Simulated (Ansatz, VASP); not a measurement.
**Two plane-wave programs on SrTiO3**

```
CELL_PARAMETERS angstrom
-3.93640 0.00000 -3.93640
0.00000 -3.93640 -3.93640
-3.93640 -3.93640 0.00000
ATOMIC_POSITIONS crystal
Sr 0.00293 0.00293 0.99707
Sr 0.50293 0.50293 0.49707
Ti 0.26362 0.26362 0.23638
Ti 0.76362 0.76362 0.73638
O 0.98192 0.48192 0.01808
O 0.48192 0.98192 0.51808
O 0.98192 0.48192 0.51808
O 0.48192 0.98192 0.01808
O 0.97936 0.97936 0.52064
O 0.47936 0.47936 0.02064
```

Change from the starting cell: mode 1 (-138.1 1/cm) frozen in, largest displacement +0.163 Å.

Alike in both runs: task single point; functional PBE; k mesh 6 × 6 × 6; occupations gaussian, width 0.05 eV; no spin polarisation.

```csv
,VASP,Ansatz
version,VASP 6.6.1,Ansatz 0.2.0
potentials or method,"VASP PAW PBE potentials, release 64 (Sr_sv, Ti_sv, O), cutoff 520 eV","scalar-relativistic, plane waves, PAW"
valence electrons in the cell,80,80
```

VASP gave:

| Property | Result |
| --- | --- |
| gap on the k mesh at the Fermi level (eV) | 1.98 |
| least direct gap on the mesh (eV) | 1.98 |
| pressure (GPa) | 6.0 |
| traceless stress, the component that is largest in VASP (GPa) | 9.30 |
| rms of the force components (eV/Å) | 0.998 |

Task: What did Ansatz give for the same quantities?

Result: gap on the k mesh at the Fermi level (eV): 2.01; least direct gap on the mesh (eV): 2.01; pressure (GPa): 5.3; traceless stress, the component that is largest in VASP (GPa): 9.06; rms of the force components (eV/Å): 0.945.

Atom by atom the forces differ by 0.054 eV/Å (rms over components).
